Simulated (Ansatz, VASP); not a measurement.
## One calculation of GaP, two programs

The input INCAR:

```
PREC = Accurate
ENCUT = 520
EDIFF = 1E-6
ISMEAR = -1
SIGMA = 0.04
LREAL = F
LASPH = T
NELM = 60
ALGO = Normal
ISIF = 2
LWAVE = F
LCHARG = F
GGA = PE
NBANDS = 16
```

The input KPOINTS:

```
regular mesh
0
Gamma
  4 4 4
```

POSCAR

```
GaP
1.0
    0.0000000000      2.7252500000      2.7252500000
    2.7252500000      0.0000000000      2.7252500000
    2.7252500000      2.7252500000      0.0000000000
Ga P
1 1
Direct
    0.0000000000      0.0000000000      0.0000000000
    0.7500000000      0.7500000000      0.7500000000
```

input.yaml

```yaml
crystal:
  lattice:
    - [0.0, 2.72525, 2.72525]
    - [2.72525, 0.0, 2.72525]
    - [2.72525, 2.72525, 0.0]
  atoms:
    - { symbol: Ga, position: [0.0, 0.0, 0.0] }
    - { symbol: P, position: [0.75, 0.75, 0.75] }
kpoints:
  mp_grid: { grid: [4, 4, 4] }
scf:
  occupations: { method: fermi_dirac, width: 0.04 }
hamiltonian:
  xc: pbe
  pseudopotentials: { kind: all_electron, lapw: { basis_error: 0.002 } }
output:
  forces: true
  stress: true
  eigenvalues: true
```

Alike in both runs: task single point; functional PBE; k mesh 4 × 4 × 4; occupations fermi-dirac, width 0.04 eV; no spin polarisation.

|  | VASP | Ansatz |
| --- | --- | --- |
| version | VASP 6.6.1 | Ansatz 0.2.0 |
| potentials or method | VASP PAW PBE potentials, release 64 (Ga_d, P), cutoff 520 eV | all-electron LAPW, scalar-relativistic |

|  | VASP | Ansatz | Ansatz less VASP |
| --- | --- | --- | --- |
| gap on the k mesh at the Fermi level (eV) | 1.63 | 1.63 | +0.002 |
| least direct gap on the mesh (eV) | 1.82 | 1.82 | +0.004 |
| pressure (GPa) | 2.8 | 2.9 | +0.06 |

Ansatz ran all-electron here, and VASP with PAW potentials.

The k mesh is coarse, so the values compare programs but aren't converged.
